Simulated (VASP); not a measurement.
Input of a VASP 6.6.1 run:

The input INCAR:

```
ALGO = Normal ; EDIFF = 1E-7
ENCUT = 520 ; GGA = PE
ISIF = 2 ; ISMEAR = 0
LASPH = T ; LCHARG = T
LELF = T ; LREAL = F
LVHAR = T ; LWAVE = F
NBANDS = 28 ; NELM = 60
PREC = Accurate ; SIGMA = 0.1
```

The input KPOINTS:

```
k-points
0
Gamma
  6 6 1
```

Contents of POSCAR:

```
GaSb5
1.0
    3.3155672524     -0.0000000026      0.0000000000
   -1.6577836239      2.8713654699      0.0000000000
    0.0000000000      0.0000000000     16.6696836286
Ga Sb
1 5
Direct
    0.0000000000      0.0000000000      0.0000000000
    0.6666666667      0.3333333333      0.8403181695
    0.0000000000      0.0000000000      0.6702019191
    0.6666666667      0.3333333333      0.5000000000
    0.0000000000      0.0000000000      0.3297980809
    0.6666666667      0.3333333333      0.1596818305
```

Potentials or basis: VASP PAW PBE potentials, release 64 (Ga_d, Sb).

Launch:

```bash
$ cat potpaw_PBE.64/Ga_d/POTCAR potpaw_PBE.64/Sb/POTCAR > POTCAR
$ mpirun -np 1 vasp_std > vasp.out
```

What does it give for the pressure?

-0.1 GPa.

Predict the largest force.

0.005 eV/Å.

Estimate the band gap on the k mesh.

zero (bands 19 and 20 overlap by 6.37 eV).

Forces on the atoms (eV/Å):
```
Ga   0.000  0.000  0.000
Sb   0.000  0.000  0.000
Sb   0.000  0.000  0.005
Sb   0.000  0.000  0.000
Sb   0.000  0.000 -0.005
Sb   0.000  0.000  0.000
```

Caveat: the k points lie up to 0.38 Å⁻¹ apart, too coarse for converged energies and pressures of a metal; spin-orbit coupling is left out, which moves the levels of the heavy elements.
